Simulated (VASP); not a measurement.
# BeTe (F-43m) in VASP: a series of runs

Aim: see how the results for BeTe move with the level of theory and the settings. Levels: PBEsol, LDA. Tasks: vibrations by perturbation theory, dielectric tensor, elastic constants.

Program: VASP 6.6.1. These are calculated values, not measurements. Logs are shortened: lines on timing, memory, paths and dates and some standing lists are left out, and cuts for length are marked.

### Step 1. The cell of the first run

It takes space group F-43m (No. 216, cubic). The conventional cell has a = 5.540 Å, b = 5.540 Å, c = 5.540 Å, α = 90.00°, β = 90.00°, γ = 90.00°. Within 3.2 Å of Te (site symmetry -43m) lie 4 Be at 2.40 Å. Be (site symmetry -43m) has 4 Te at 2.40 Å within 3.2 Å.

### Step 2. Vibrations by perturbation theory, PBEsol

INCAR

```
PREC = Accurate
ENCUT = 520
EDIFF = 1E-8
ISMEAR = -1
SIGMA = 0.05
LREAL = False
LASPH = True
NELM = 100
ALGO = Normal
ISIF = 2
LWAVE = False
LCHARG = False
GGA = PS
NBANDS = 11
IBRION = 8
NSW = 1
```

KPOINTS

```
Automatic mesh
0
Gamma
  6 6 6
```

POSCAR

```
BeTe
1.0
    0.0000000000      2.7700000000      2.7700000000
    2.7700000000      0.0000000000      2.7700000000
    2.7700000000      2.7700000000      0.0000000000
Te Be
1 1
Direct
    0.7500000000      0.7500000000      0.7500000000
    0.0000000000      0.0000000000      0.0000000000
```

Potentials or basis: VASP PAW PBE potentials, release 64 (Te, Be).

Launch:

```console
$ cat potpaw_PBE.64/Te/POTCAR potpaw_PBE.64/Be/POTCAR > POTCAR
$ mpirun -np 1 vasp_std > vasp.out
```

OUTCAR:

```text
PREC = Accurate
   ENCUT = 520
   EDIFF = 1E-8
   ISMEAR = -1
   LREAL = False
   LASPH = True
   NELM = 100
   ISIF = 2
   GGA = PS
   IBRION = 8
   NSW = 1

 ion  position               nearest neighbor table
   1  0.750  0.750  0.750-   2 2.40   2 2.40   2 2.40   2 2.40
   2  0.000  0.000  0.000-   1 2.40   1 2.40   1 2.40   1 2.40

  LATTYP: Found a face centered cubic cell.
 ALAT       =     5.5400000000

  Lattice vectors:

 A1 = (   0.0000000000,   2.7700000000,   2.7700000000)
 A2 = (   2.7700000000,   0.0000000000,   2.7700000000)
 A3 = (   2.7700000000,   2.7700000000,   0.0000000000)

Analysis of symmetry for initial positions (statically):
=====================================================================
 Subroutine PRICEL returns:
 Original cell was already a primitive cell.

 Routine SETGRP: Setting up the symmetry group for a
 face centered cubic supercell.

 Subroutine GETGRP returns: Found 24 space group operations
 (whereof 24 operations were pure point group operations)
 out of a pool of 48 trial point group operations.

The static configuration has the point symmetry T_d .

Analysis of symmetry for dynamics (positions and initial velocities):
=====================================================================
 Subroutine PRICEL returns:
 Original cell was already a primitive cell.

 Routine SETGRP: Setting up the symmetry group for a
 face centered cubic supercell.

 Subroutine GETGRP returns: Found 24 space group operations
 (whereof 24 operations were pure point group operations)
 out of a pool of 48 trial point group operations.

The dynamic configuration has the point symmetry T_d .

 Subroutine INISYM returns: Found 24 space group operations
 (whereof 24 operations are pure point group operations),
 and found     1 'primitive' translations

----------------------------------------------------------------------------------------

                                     Primitive cell

  volume of cell :      42.5079

  direct lattice vectors                    reciprocal lattice vectors
     0.000000000  2.770000000  2.770000000    -0.180505415  0.180505415  0.180505415
     2.770000000  0.000000000  2.770000000     0.180505415 -0.180505415  0.180505415
     2.770000000  2.770000000  0.000000000     0.180505415  0.180505415 -0.180505415

  length of vectors
     3.917371568  3.917371568  3.917371568     0.312644550  0.312644550  0.312644550

  position of ions in fractional coordinates (direct lattice)
     0.750000000  0.750000000  0.750000000
     0.000000000  0.000000000  0.000000000

  ion indices of the primitive-cell ions
   primitive index   ion index
                 1           1
                 2           2

----------------------------------------------------------------------------------------

 KPOINTS: Automatic mesh

Automatic generation of k-mesh.
 Grid dimensions read from file:
 generate k-points for:    6    6    6

 Generating k-lattice:

  Cartesian coordinates                     Fractional coordinates (reciprocal lattice)
    -0.030084236  0.030084236  0.030084236     0.166666667  0.000000000  0.000000000
     0.030084236 -0.030084236  0.030084236     0.000000000  0.166666667  0.000000000
     0.030084236  0.030084236 -0.030084236     0.000000000  0.000000000  0.166666667

  Length of vectors
     0.052107425  0.052107425  0.052107425

  Shift w.r.t. Gamma in fractional coordinates (k-lattice)
     0.000000000  0.000000000  0.000000000

 Subroutine IBZKPT returns following result:
 ===========================================

 Found     16 irreducible k-points:

[... 67 lines left out ...]
 non-spin polarized calculation
  energy-cutoff  :      520.00
  volume of cell :       42.51
 maximum number of plane-waves:      1167
 NGX is ok and might be reduce to    30
   NGX = 15   NGY = 15   NGZ = 15

--------------------------------------- Ionic step        1  -------------------------------------------

 number of electron       8.0000000 magnetization

 Free energy of the ion-electron system (eV)
  ---------------------------------------------------
  ext. energy  EPLUGINS =         0.00000000
  ---------------------------------------------------
  free energy    TOTEN  =        -8.19624825 eV

  energy without entropy =       -8.19624825  energy(sigma->0) =       -8.19624825

 E-fermi :   6.4369     XC(G=0):  -9.3967

 val. band max:        5.5725369674   @ k =   0.0000   0.0000   0.0000
 cond. band min:       7.2991779888   @ k =   0.5000   0.5000   0.0000
 fundamental gap:      1.7266410214
 Fermi energy:         6.4369423655

 k-point     1 :       0.0000    0.0000    0.0000
  band No.  band energies     occupation
      1      -7.0975      2.00000
      2       5.5725      2.00000
      3       5.5725      2.00000
      4       5.5725      2.00000
      5       9.1249      0.00000
      6       9.1249      0.00000
      7       9.1249      0.00000
      8       9.6680      0.00000
      9      13.8370      0.00000
     10      15.9185      0.00000
     11      15.9185      0.00000
[... 198 lines left out ...]
  band No.  band energies     occupation
      1      -5.0467      2.00000
      2       0.5366      2.00000
      3       1.9198      2.00000
      4       2.2210      2.00000
      5       9.1633      0.00000
      6       9.7831      0.00000
      7      13.0227      0.00000
      8      13.3509      0.00000
      9      16.7397      0.00000
     10      17.6685      0.00000
     11      18.6284      0.00000

------------------------ aborting loop because EDIFF is reached ----------------------------------------

  FORCE on cell =-STRESS in cart. coord.  units (eV):
  Direction    XX          YY          ZZ          XY          YZ          ZX
  --------------------------------------------------------------------------------------
  -------------------------------------------------------------------------------------
  Total        0.6867170      0.6867170      0.6867170     -0.0000000     -0.0000000      0.0000000
  in kB       25.8832663     25.8832663     25.8832663     -0.0000000     -0.0000000      0.0000000
  external PRESSURE =      25.8832663 kB  Pullay stress =       0.0000000 kB

 VOLUME and BASIS-vectors are now :
 -----------------------------------------------------------------------------
  energy-cutoff  :      520.00
  volume of cell :       42.51
      direct lattice vectors                 reciprocal lattice vectors
     0.000000000  2.770000000  2.770000000    -0.180505415  0.180505415  0.180505415
     2.770000000  0.000000000  2.770000000     0.180505415 -0.180505415  0.180505415
     2.770000000  2.770000000  0.000000000     0.180505415  0.180505415 -0.180505415

 POSITION                                       TOTAL-FORCE (eV/Angst)
 -----------------------------------------------------------------------------------
      4.15500      4.15500      4.15500         0.000000      0.000000      0.000000
      0.00000      0.00000      0.00000        -0.000000     -0.000000     -0.000000
 -----------------------------------------------------------------------------------
    total drift:                               -0.000000     -0.000000     -0.000000

  FREE ENERGIE OF THE ION-ELECTRON SYSTEM (eV)
  ---------------------------------------------------
  free  energy   TOTEN  =        -8.1962482543 eV

  energy  without entropy=       -8.1962482527  energy(sigma->0) =       -8.19624825

[... ionic steps 2 to 3 ...]

--------------------------------------- Ionic step        4  -------------------------------------------

------------------------ aborting loop because EDIFF is reached ----------------------------------------

[... ionic steps 5 to 6 ...]

--------------------------------------- Ionic step        7  -------------------------------------------

 Free energy of the ion-electron system (eV)
  ---------------------------------------------------
  ---------------------------------------------------
  free energy    TOTEN  =        -0.00868808 eV

  energy without entropy =       -0.00868808

------------------------ aborting loop because EDIFF is reached ----------------------------------------

 INTERNAL STRAIN TENSOR  FOR ION    2  DIRECTION 1   (eV/Angst):
 -----------------------------------------------------------------------------
     0.00960  0.00000  0.00000
     0.00000 -0.00547 -6.04491
     0.00000 -6.04491 -0.00547

 INTERNAL STRAIN TENSOR FOR ION    2 for displacements in x,y,z  (eV/Angst):
          X           Y           Z          XY          YZ          ZX
  --------------------------------------------------------------------------------
  x     0.00000    -0.00000    -0.00000     0.00000    -6.04491     0.00000
  y     0.00000    -0.00000     0.00000     0.00000     0.00000    -6.04491
  z    -0.00000    -0.00000     0.00000    -6.04491     0.00000     0.00000

 SECOND DERIVATIVES (NOT SYMMETRIZED)
 ------------------------------------
               1X          1Y          1Z          2X          2Y          2Z
  1X    -7.647658    0.000000    0.000000    7.647658    0.000000    0.000000
  1Y     0.000000   -7.647658    0.000000    0.000000    7.647658    0.000000
  1Z     0.000000    0.000000   -7.647658    0.000000    0.000000    7.647658
  2X     7.651627    0.000000    0.000000   -7.651627    0.000000    0.000000
  2Y     0.000000    7.651627    0.000000    0.000000   -7.651627    0.000000
  2Z     0.000000    0.000000    7.651627    0.000000    0.000000   -7.651627

 Eigenvectors and eigenvalues of the dynamical matrix
 ----------------------------------------------------

   1 f  =   14.904115 THz    93.645313 2PiTHz  497.147747 cm-1    61.638437 meV
             X         Y         Z           dx          dy          dz
      4.155000  4.155000  4.155000     0.000000    0.256793    0.000000
      0.000000  0.000000  0.000000     0.000000   -0.966466    0.000000
[... 21 lines left out ...]
   6 f/i=    0.000959 THz     0.006029 2PiTHz    0.032005 cm-1     0.003968 meV
             X         Y         Z           dx          dy          dz
      4.155000  4.155000  4.155000     0.000000   -0.966466    0.000000
      0.000000  0.000000  0.000000     0.000000   -0.256793    0.000000

--------------------------------------------------------------------------------------------------------

 ELASTIC MODULI CONTR FROM IONIC RELAXATION (kBar)
 Direction    XX          YY          ZZ          XY          YZ          ZX
 --------------------------------------------------------------------------------
 XX          -0.0000      0.0000      0.0000     -0.0000      0.0000      0.0000
 YY           0.0000     -0.0000      0.0000     -0.0000     -0.0000     -0.0000
 ZZ           0.0000      0.0000     -0.0000      0.0000     -0.0000      0.0000
 XY          -0.0000     -0.0000      0.0000   -172.5366     -0.0000      0.0000
 YZ           0.0000     -0.0000     -0.0000     -0.0000   -172.5366     -0.0000
 ZX           0.0000     -0.0000      0.0000      0.0000     -0.0000   -172.5366
 --------------------------------------------------------------------------------
```

Run time: 56 s. Hardware: 1 thread of Intel Xeon Platinum 8488C (Sapphire Rapids), shared host; peak memory 0.21 GiB.

What came out:

- Highest phonon frequency at Γ, LO-TO splitting left out: 497 cm⁻¹

Phonon frequencies in cm⁻¹ (negative: imaginary):
| q point | frequencies |
| --- | --- |
| (0.000, 0.000, 0.000) | 0 0 0 497 497 497 |

Caveat: the cell wasn't relaxed at this level first, which shifts response properties; the PAW data sets were made with another functional, which shifts forces and pressure a little; spin-orbit coupling is left out, which moves the levels of the heavy elements.

### Step 3. Dielectric tensor, PBEsol

INCAR

```
SYSTEM = BeTe
PREC = Accurate ; ENCUT = 520
EDIFF = 1E-8 ; ISMEAR = 0
SIGMA = 0.01 ; LREAL = .FALSE.
LASPH = .TRUE. ; NELM = 80
ALGO = Normal ; ISIF = 2
LWAVE = .FALSE. ; LCHARG = .FALSE.
GGA = PS ; LEPSILON = .TRUE.
```

KPOINTS

```
regular mesh
0
G
  8 8 8
  0 0 0
```

POSCAR is that of step 2.

Potentials or basis: VASP PAW PBE potentials, release 64 (Te, Be).

Launch:

```console
$ cat potpaw_PBE.64/Te/POTCAR potpaw_PBE.64/Be/POTCAR > POTCAR
$ mpirun -np 1 vasp_std > vasp.out
```

OUTCAR:

```text
SYSTEM = BeTe
   PREC = Accurate
   ENCUT = 520
   EDIFF = 1E-8
   ISMEAR = 0
   LREAL = .FALSE.
   LASPH = .TRUE.
   NELM = 80
   ISIF = 2
   GGA = PS
   LEPSILON = .TRUE.

 ion  position               nearest neighbor table
   1  0.750  0.750  0.750-   2 2.40   2 2.40   2 2.40   2 2.40
   2  0.000  0.000  0.000-   1 2.40   1 2.40   1 2.40   1 2.40

  LATTYP: Found a face centered cubic cell.
 ALAT       =     5.5400000000

  Lattice vectors:

 A1 = (   0.0000000000,   2.7700000000,   2.7700000000)
 A2 = (   2.7700000000,   0.0000000000,   2.7700000000)
 A3 = (   2.7700000000,   2.7700000000,   0.0000000000)

Analysis of symmetry for initial positions (statically):
=====================================================================
 Subroutine PRICEL returns:
 Original cell was already a primitive cell.

 Routine SETGRP: Setting up the symmetry group for a
 face centered cubic supercell.

[... 485 lines left out ...]

 Free energy of the ion-electron system (eV)
  ---------------------------------------------------
  ---------------------------------------------------
  free energy    TOTEN  =        -0.86726528 eV

  energy without entropy =       -0.86726528

------------------------ aborting loop because EDIFF is reached ----------------------------------------

 PIEZOELECTRIC TENSOR FIELD DIRECTION 3  (e Angst)
 -----------------------------------------------------------------------------
    -0.00057  1.19899  0.00000           (  0.00000 -0.07943  0.00000)
     1.19899 -0.00057  0.00000           ( -0.07943  0.00000  0.00000)
     0.00000  0.00000 -0.00061           (  0.00000  0.00000  0.00000)

 PIEZOELECTRIC TENSOR FIELD DIRECTION 3  (C/m^2)
 -----------------------------------------------------------------------------
    -0.00022  0.45191  0.00000
     0.45191 -0.00022  0.00000
     0.00000  0.00000 -0.00023

 MACROSCOPIC STATIC DIELECTRIC TENSOR (including local field effects in DFT)
 ------------------------------------------------------
           7.764931    -0.000000    -0.000000
           0.000000     7.764931    -0.000000
           0.000000     0.000000     7.764931
 ------------------------------------------------------

 PIEZOELECTRIC TENSOR (including local field effects)  for field in x, y, z        (e  Angst)
          XX          YY          ZZ          XY          YZ          ZX
  --------------------------------------------------------------------------------
  x     0.00000    -0.00000    -0.00000     0.00000     1.20329    -0.00000
  y     0.00000     0.00000     0.00000    -0.00000    -0.00000     1.20329
  z    -0.00000    -0.00000     0.00000     1.20329    -0.00000     0.00000

 PIEZOELECTRIC TENSOR (including local field effects)  for field in x, y, z        (C/m^2)
          XX          YY          ZZ          XY          YZ          ZX
  --------------------------------------------------------------------------------
  x     0.00000    -0.00000    -0.00000     0.00000     0.45354    -0.00000
  y     0.00000     0.00000     0.00000    -0.00000    -0.00000     0.45354
  z    -0.00000    -0.00000     0.00000     0.45354    -0.00000     0.00000

 BORN EFFECTIVE CHARGES (including local field effects) (in |e|, cummulative output)
 ---------------------------------------------------------------------------------
 ion    1
    1    -1.23134    -0.00000    -0.00000
    2    -0.00000    -1.23134     0.00000
    3     0.00000     0.00000    -1.23134
 ion    2
    1     1.23134     0.00000     0.00000
    2     0.00000     1.23134    -0.00000
    3     0.00000    -0.00000     1.23134
```

Wall time 1.7 min (1 thread of Intel Xeon 6975P-C (Granite Rapids), shared host); peak memory 0.25 GiB.

Results:

- Band gap on the k mesh: 1.73 eV, indirect (least direct gap 3.55 eV)
- Electronic dielectric tensor (diagonal): 7.76
- Born charges (mean of the diagonal): Te -1.23; Be +1.23 e

Levels at points of the mesh, in eV from the valence-band top:
| k point | band 2 | band 3 | band 4 | band 5 | band 6 | band 7 |
| --- | --- | --- | --- | --- | --- | --- |
| (0.00, 0.00, 0.00) | 0.00 | 0.00 | 0.00 | 3.55 | 3.55 | 3.55 |
| (0.50, 0.00, 0.00) | -5.90 | -1.22 | -1.22 | 3.17 | 4.53 | 4.53 |
| (0.50, 0.50, 0.00) | -5.40 | -2.85 | -2.85 | 1.73 | 2.54 | 10.02 |

Electronic dielectric tensor:
```
7.76 0.00 0.00
0.00 7.76 0.00
0.00 0.00 7.76
```

Born effective charge tensors (e):
atom 1, Te
```
-1.23  0.00  0.00
 0.00 -1.23  0.00
 0.00  0.00 -1.23
```
atom 2, Be
```
1.23 0.00 0.00
0.00 1.23 0.00
0.00 0.00 1.23
```

Caveat: the PAW data sets were made with another functional, which shifts forces and pressure a little; spin-orbit coupling is left out, which moves the levels of the heavy elements. A k mesh can miss the band edges.

### Step 4. Elastic constants, LDA

INCAR

```
SYSTEM = BeTe
PREC = Accurate
ENCUT = 600
EDIFF = 1E-8
ISMEAR = -1
SIGMA = 0.05
LREAL = .FALSE.
LASPH = .TRUE.
NELM = 80
ALGO = Normal
ISIF = 3
LWAVE = .FALSE.
LCHARG = .FALSE.
GGA = CA
IBRION = 6
NFREE = 2
POTIM = 0.015
NSW = 1
```

KPOINTS

```
regular mesh
0
G
  6 6 6
  0 0 0
```

POSCAR is that of step 3.

Potentials or basis: VASP PAW LDA potentials, release 64 (Te, Be).

Launch:

```console
$ cat potpaw_LDA.64/Te/POTCAR potpaw_LDA.64/Be/POTCAR > POTCAR
$ mpirun -np 1 vasp_std > vasp.out
```

It took 5.9 min on 1 thread of AMD EPYC 7R13, shared host; peak memory 0.16 GiB.

The run converged. Its results:

```
Elastic constants C11, C12, C44                         : 108, 45, 54 GPa
Voigt bulk modulus                                      : 66 GPa
Highest phonon frequency at Γ, LO-TO splitting left out : 489 cm⁻¹
```

Phonon frequencies in cm⁻¹ (negative: imaginary):
| q point | frequencies |
| --- | --- |
| (0.000, 0.000, 0.000) | 0 0 0 489 489 489 |

Elastic tensor in Voigt notation (GPa, in the Cartesian axes of the cell as first typed):
```
108  45  45   0   0   0
 45 108  45   0   0   0
 45  45 108   0   0   0
  0   0   0  54   0   0
  0   0   0   0  54   0
  0   0   0   0   0  54
```

Clamped-ion elastic tensor (GPa):
```
108  45  45   0   0   0
 45 108  45   0   0   0
 45  45 108   0   0   0
  0   0   0  70   0   0
  0   0   0   0  70   0
  0   0   0   0   0  70
```

Caveat: spin-orbit coupling is left out, which moves the levels of the heavy elements.

### Step 5. Elastic constants, PBEsol

INCAR

```
ALGO     = Normal         # electronic algorithm
EDIFF    = 1E-8           # SCF threshold, eV
ENCUT    = 600            # plane-wave cutoff, eV
GGA      = PS             # functional
IBRION   = 6              # ionic algorithm
ISIF     = 3              # what is computed and relaxed
ISMEAR   = -1             # smearing method
LASPH    = T              # aspherical terms in the spheres
LCHARG   = F              # write CHGCAR
LREAL    = F              # projectors in reciprocal space
LWAVE    = F              # write WAVECAR
NBANDS   = 11             # bands
NELM     = 100            # most SCF steps
NFREE    = 2            
NSW      = 1              # ionic steps
POTIM    = 0.015          # step
PREC     = Accurate       # precision mode
SIGMA    = 0.05           # smearing width, eV
```

KPOINTS

```
k-points
0
Gamma
  6 6 6
```

POSCAR is that of step 4.

Potentials or basis: VASP PAW PBE potentials, release 64 (Te, Be).

Launch:

```console
$ cat potpaw_PBE.64/Te/POTCAR potpaw_PBE.64/Be/POTCAR > POTCAR
$ mpirun -np 1 vasp_std > vasp.out
```

It took 7.6 min on 1 thread of AMD EPYC 7R13, shared host; peak memory 0.21 GiB.

It converged, with:

```
Elastic constants C11, C12, C44                         : 108, 47, 54 GPa
Voigt bulk modulus                                      : 68 GPa
Highest phonon frequency at Γ, LO-TO splitting left out : 497 cm⁻¹
```

Phonon frequencies in cm⁻¹ (negative: imaginary):
```tsv
q point	frequencies
(0.000, 0.000, 0.000)	0 0 0 497 497 497
```

Elastic tensor in Voigt notation (GPa, in the Cartesian axes of the cell as first typed):
```
108  47  47   0   0   0
 47 108  47   0   0   0
 47  47 108   0   0   0
  0   0   0  54   0   0
  0   0   0   0  54   0
  0   0   0   0   0  54
```

Clamped-ion elastic tensor (GPa):
```
108  47  47   0   0   0
 47 108  47   0   0   0
 47  47 108   0   0   0
  0   0   0  72   0   0
  0   0   0   0  72   0
  0   0   0   0   0  72
```

Caveat: the cell is under stress, which shifts elastic constants; the PAW data sets were made with another functional, which shifts forces and pressure a little; spin-orbit coupling is left out, which moves the levels of the heavy elements.
